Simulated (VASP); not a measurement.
Input of a VASP 6.6.1 run:

File INCAR:

```
PREC = Accurate
ENCUT = 520
EDIFF = 1E-6
ISMEAR = -1
SIGMA = 0.1
LREAL = F
LASPH = T
NELM = 60
ALGO = Normal
ISIF = 2
LWAVE = F
LCHARG = F
GGA = RP
NBANDS = 10
```

File KPOINTS:

```
regular mesh
0
Gamma
  11 11 11
```

File POSCAR:

```
Cs
1.0
    0.0000000000      4.0312487769      4.0312487769
    4.0312487769      0.0000000000      4.0312487769
    4.0312487769      4.0312487769      0.0000000000
Cs
1
Direct
    0.0000000000      0.0000000000      0.0000000000
```

Potentials or basis: VASP PAW PBE potentials, release 64 (Cs_sv).

Run with:

```sh
$ cat potpaw_PBE.64/Cs_sv/POTCAR > POTCAR
$ mpirun -np 1 vasp_std > vasp.out
```

Problem. Estimate the pressure.

Solution. 0.0 GPa.

Caveat: the PAW data sets were made with another functional, which shifts forces and pressure a little.
